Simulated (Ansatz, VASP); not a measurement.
## One calculation of AlN, two programs

File INCAR:

```
SYSTEM = AlN
ALGO = Normal ; EDIFF = 1E-6
ENCUT = 520 ; GGA = PE
ISIF = 2 ; ISMEAR = -1
LASPH = .True. ; LCHARG = .False.
LREAL = .False. ; LWAVE = .False.
NBANDS = 16 ; NELM = 60
PREC = Accurate ; SIGMA = 0.02
```

File KPOINTS:

```
k-points
0
Gamma
  11 11 6
  0 0 0
```

The input POSCAR:

```
AlN
1.0
    3.1110021516      0.0000000000      0.0000000000
   -1.5555010758      2.6942068945      0.0000000000
    0.0000000000      0.0000000000      5.0277800000
Al N
2 2
Direct
    0.3333333333      0.6666666667      0.0000000000
    0.6666666667      0.3333333333      0.5000000000
    0.3333333333      0.6666666667      0.3850000000
    0.6666666667      0.3333333333      0.8850000000
```

Input for Ansatz:

```yaml
crystal:
  lattice:
    - [3.1110021516, 0.0, 0.0]
    - [-1.5555010758, 2.6942068945, 0.0]
    - [0.0, 0.0, 5.02778]
  atoms:
    - { symbol: Al, position: [0.3333333333, 0.6666666667, 0.0] }
    - { symbol: Al, position: [0.6666666667, 0.3333333333, 0.5] }
    - { symbol: "N", position: [0.3333333333, 0.6666666667, 0.385] }
    - { symbol: "N", position: [0.6666666667, 0.3333333333, 0.885] }
kpoints:
  mp_grid: { grid: [11, 11, 6] }
  band_path:
    path:
      - [0.0, 0.0, 0.0]
      - [0.5, 0.0, 0.0]
      - [0.3333333333, 0.3333333333, 0.0]
      - [0.0, 0.0, 0.0]
      - [0.0, 0.0, 0.5]
      - [0.5, 0.0, 0.5]
      - [0.3333333333, 0.3333333333, 0.5]
      - [0.0, 0.0, 0.5]
      - [0.5, 0.0, 0.5]
    npoints: 5
scf:
  occupations: { method: fermi_dirac, width: 0.02 }
hamiltonian:
  xc: pbe
  pseudopotentials: { kind: all_electron, lapw: { basis_error: 0.001 } }
output:
  forces: true
  stress: true
  eigenvalues: true
```

Change from the starting cell: zz strain of +1 %.

Alike in both runs: task single point; functional PBE; k mesh 11 × 11 × 6; occupations fermi-dirac, width 0.02 eV; no spin polarisation.

|  | VASP | Ansatz |
| --- | --- | --- |
| version | VASP 6.6.1 | Ansatz 0.2.0 |
| potentials or method | VASP PAW PBE potentials, release 64 (Al, N), cutoff 520 eV | all-electron LAPW, scalar-relativistic |

Ansatz gave:

- gap on the k mesh at the Fermi level (eV): 4.10
- pressure (GPa): 2.1
- traceless stress, the component that is largest in VASP (GPa): -3.55
- rms of the force components (eV/Å): 0.163

Q: Which values does VASP return?

A: gap on the k mesh at the Fermi level (eV): 4.10; pressure (GPa): 1.9; traceless stress, the component that is largest in VASP (GPa): -3.55; rms of the force components (eV/Å): 0.163.

Atom by atom the forces differ by 0.000 eV/Å (rms over components). Ansatz ran all-electron here, and VASP with PAW potentials.
